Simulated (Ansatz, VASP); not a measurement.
## One calculation of GdO, two programs

File INCAR:

```
PREC = Accurate
ENCUT = 520
EDIFF = 1E-7
ISMEAR = 0
SIGMA = 0.05
LREAL = False
LASPH = True
NELM = 150
ALGO = Normal
ISIF = 2
LWAVE = False
LCHARG = False
LNONCOLLINEAR = True
MAGMOM = -0.675 -0.677 -0.257 0 0 0
LORBIT = 11
LMAXMIX = 6
LDAU = True
LDAUTYPE = 2
LDAUL = 3 -1
LDAUU = 7 0
LDAUJ = 0 0
LDAUPRINT = 1
GGA = PE
NBANDS = 36
```

Contents of KPOINTS:

```
regular mesh
0
Gamma
  6 6 6
```

File POSCAR:

```
GdO
1.0
    0.0000000000      2.7000000000      2.7000000000
    2.7000000000      0.0000000000      2.7000000000
    2.7000000000      2.7000000000      0.0000000000
Gd O
1 1
Direct
    0.0000000000      0.0000000000      0.0000000000
    0.2500000000      0.2500000000      0.2500000000
```

The input input.yaml:

```yaml
crystal:
  lattice:
    - [0.0, 2.7, 2.7]
    - [2.7, 0.0, 2.7]
    - [2.7, 2.7, 0.0]
  atoms:
    - { symbol: Gd, position: [0.0, 0.0, 0.0], spin: 0.99, spin_axis: [-0.675, -0.677, -0.257] }
    - { symbol: O, position: [0.25, 0.25, 0.25] }
hamiltonian:
  xc: pbe
  pseudopotentials: { kind: paw }
  hubbard: { sites: [{ species: Gd, l: f, u_eff: 7.0 }] }
magnetization:
  noncollinear: true
  spin_orbit: false
kpoints:
  mp_grid: { grid: [6, 6, 6] }
scf:
  occupations: { method: gaussian, width: 0.05 }
output:
  forces: true
  stress: true
  eigenvalues: true
```

Alike in both runs: task single point; functional PBE; k mesh 6 × 6 × 6; occupations gaussian, width 0.05 eV; non-collinear spin; Hubbard terms Gd f U = 7.0 eV.

|  | VASP | Ansatz |
| --- | --- | --- |
| version | VASP 6.6.1 | Ansatz 0.2.0 |
| potentials or method | VASP PAW PBE potentials, release 64 (Gd, O) | Ansatz PAW |
| plane-wave cutoff (eV) | 520 | 420 |
| valence electrons in the cell | 24 | 24 |

VASP gave:

* gap on the k mesh at the Fermi level (eV): none
* pressure (GPa): 0.0
* net moment per atom (μB): 3.96
* size of the moment on the site where the two differ most (μB): 0.00

Which values does Ansatz return?

gap on the k mesh at the Fermi level (eV): none; pressure (GPa): 0.0; net moment per atom (μB): 3.96; size of the moment on the site where the two differ most (μB): 0.25.

Site moments also hang on the region over which each program counts them. The programs project onto different local orbitals, so the same U acts differently, and such runs can settle in different states. A gap of «none» marks a metal or a gap that the smearing closes.

Spin-orbit coupling is off throughout. Noted on Ansatz's run: the magnetic or orbital state may not be the lowest.
